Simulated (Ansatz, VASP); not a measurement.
# One calculation of Ta2N, two programs

```
CELL_PARAMETERS angstrom
9.33859 0.00000 0.00000
-4.66929 8.08745 0.00000
0.00000 0.00000 9.73968
ATOMIC_POSITIONS crystal
Ta 0.22222 0.11111 0.37264
Ta 0.22222 0.11111 0.87264
Ta 0.22222 0.44444 0.37264
Ta 0.22222 0.44444 0.87264
Ta 0.22222 0.77778 0.37264
Ta 0.22222 0.77778 0.87264
Ta 0.55556 0.11111 0.37264
Ta 0.55556 0.11111 0.87264
Ta 0.55556 0.44444 0.37264
Ta 0.55556 0.44444 0.87264
Ta 0.55556 0.77778 0.37264
Ta 0.55556 0.77778 0.87264
Ta 0.88889 0.11111 0.37264
Ta 0.88889 0.11111 0.87264
Ta 0.88889 0.44444 0.37264
Ta 0.88889 0.44444 0.87264
Ta 0.88889 0.77778 0.37264
Ta 0.88889 0.77778 0.87264
Ta 0.11111 0.22222 0.12736
Ta 0.11111 0.22222 0.62736
Ta 0.11111 0.55556 0.12736
Ta 0.11111 0.55556 0.62736
Ta 0.11111 0.88889 0.12736
Ta 0.11111 0.88889 0.62736
Ta 0.44444 0.22222 0.12736
Ta 0.44444 0.22222 0.62736
Ta 0.44444 0.55556 0.12736
Ta 0.44444 0.55556 0.62736
Ta 0.44444 0.88889 0.12736
Ta 0.44444 0.88889 0.62736
Ta 0.77778 0.22222 0.12736
Ta 0.77778 0.22222 0.62736
Ta 0.77778 0.55556 0.12736
Ta 0.77778 0.55556 0.62736
Ta 0.77778 0.88889 0.12736
Ta 0.77778 0.88889 0.62736
N 0.00000 0.00000 0.00000
N 0.00000 0.00000 0.50000
N 0.00000 0.33333 0.00000
N 0.00000 0.33333 0.50000
N 0.00000 0.66667 0.00000
N 0.00000 0.66667 0.50000
N 0.33333 0.00000 0.00000
N 0.33333 0.00000 0.50000
N 0.33333 0.33333 0.00000
N 0.33333 0.33333 0.50000
N 0.33333 0.66667 0.00000
N 0.33333 0.66667 0.50000
N 0.66667 0.00000 0.00000
N 0.66667 0.00000 0.50000
N 0.66667 0.33333 0.00000
N 0.66667 0.33333 0.50000
N 0.66667 0.66667 0.00000
N 0.66667 0.66667 0.50000
```

Alike in both runs: task single point; functional PBE; k mesh 3 × 3 × 1; occupations gaussian, width 0.05 eV; no spin polarisation.

|  | VASP | Ansatz |
| --- | --- | --- |
| version | VASP 6.6.1 | Ansatz 0.2.0 |
| potentials or method | VASP PAW PBE potentials, release 64 (Ta_pv, N), cutoff 520 eV | scalar-relativistic, plane waves, PAW |
| valence electrons in the cell | 486 | 558 |

|  | VASP | Ansatz | Ansatz less VASP |
| --- | --- | --- | --- |
| gap on the k mesh at the Fermi level (eV) | none | none | - |
| rms of the force components (eV/Å) | 0.071 | 0.048 | -0.0233 |

Atom by atom the forces differ by 0.023 eV/Å (rms over components). A gap of «none» marks a metal or a gap that the smearing closes. With one functional, cell and mesh, what is left measures potentials, basis and numerics. VASP's potentials hold 486 valence electrons a cell and Ansatz's 558, so a difference there can come from the potentials and not from the codes. Ansatz's warnings: structure snapped to symmetry.

The k mesh is coarse, so the values compare programs but aren't converged. Neither program's run includes spin-orbit coupling.
